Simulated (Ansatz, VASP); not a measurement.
## One calculation of Be, two programs

```
Be
1.0
     2.26501    0.00000    0.00000
    -1.13250    1.96156    0.00000
     0.00000    0.00000    3.70893
Be
2
Direct
  0.33333 0.66667 0.25000
  0.66667 0.33333 0.75000
```

Change from the starting cell: strain -0.015 along x and y, +0.030 along z, atoms carried along.

Alike in both runs: task single point; functional PBEsol; k mesh 24 × 24 × 14; occupations gaussian, width 0.15 eV; no spin polarisation.

|  | VASP | Ansatz |
| --- | --- | --- |
| version | VASP 6.6.1 | Ansatz 0.2.0 |
| potentials or method | VASP PAW PBE potentials, release 64 (Be), cutoff 520 eV | scalar-relativistic, plane waves, PAW |
| valence electrons in the cell | 4 | 4 |

```tsv
	VASP	Ansatz	Ansatz less VASP
gap on the k mesh at the Fermi level (eV)	none	none	-
pressure (GPa)	-5.6	-5.9	-0.33
traceless stress, the component that is largest in VASP (GPa)	-8.82	-8.84	-0.017
```

VASP's potentials were made for PBE, not for PBEsol. A gap of «none» marks a metal or a gap that the smearing closes. With one functional, cell and mesh, what is left measures potentials, basis and numerics.
